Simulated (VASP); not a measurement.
Write the native input for VASP 6.6.1 that does the following.

| Property | Result |
| --- | --- |
| Task | single point |
| Functional | PBE |
| Potentials or basis | VASP PAW PBE potentials, release 64 (Hf_pv, Si, O) |
| Cutoff | 600 eV |
| k mesh | 4 × 4 × 6 |
| Occupations | gaussian, width 0.1 eV |
| Spin | no spin polarisation |
| Dipole correction | no |
| Further INCAR settings | ALGO = Normal; EDIFF = 1e-06; NBANDS = 28 |

The structure of HfSiO4 lies in POSCAR:

```
HfSiO4
1.0
    3.3543513700     -3.3543513700      0.0000000000
    3.3543513700      3.3543513700      0.0000000000
    0.0000000000      0.0000000000      3.1589586700
Hf Si O
1 1 4
Direct
    0.5000000000      0.5000000000      0.5000000000
    0.0000000000      0.0000000000      0.0000000000
    0.1949551200      0.1949551200      0.5000000000
    0.6949551200      0.3050448800      0.0000000000
    0.3050448800      0.6949551200      0.0000000000
    0.8050448800      0.8050448800      0.5000000000
```

These files were run (other wordings do the same):

INCAR

```
SYSTEM = HfSiO4
PREC = Accurate
ENCUT = 600
EDIFF = 1E-6
ISMEAR = 0
SIGMA = 0.1
LREAL = .False.
LASPH = .True.
NELM = 120
ALGO = Normal
ISIF = 2
LWAVE = .False.
LCHARG = .False.
GGA = PE
NBANDS = 28
GGA_COMPAT = .False.
```

KPOINTS

```
Automatic mesh
0
Gamma
  4 4 6
  0 0 0
```

Potentials or basis: VASP PAW PBE potentials, release 64 (Hf_pv, Si, O).

The run is started by

```sh
$ cat potpaw_PBE.64/Hf_pv/POTCAR potpaw_PBE.64/Si/POTCAR potpaw_PBE.64/O/POTCAR > POTCAR
$ mpirun -np 1 vasp_std > vasp.out
```

Results of the run:

```json
{
  "Pressure": "-16.4 GPa",
  "Largest force": "3.682 eV/Å",
  "Band gap on the k mesh": "1.29 eV, direct"
}
```

Caveat: spin-orbit coupling is left out, which moves the levels of the heavy elements; forces of over 1 eV/Å act on the atoms, so gaps and moduli don't describe the material at rest.

It took 29 s on 1 thread of Intel(R) Xeon(R) 6975P-C (Granite Rapids), with other jobs on the host, peak memory 0.23 GiB.
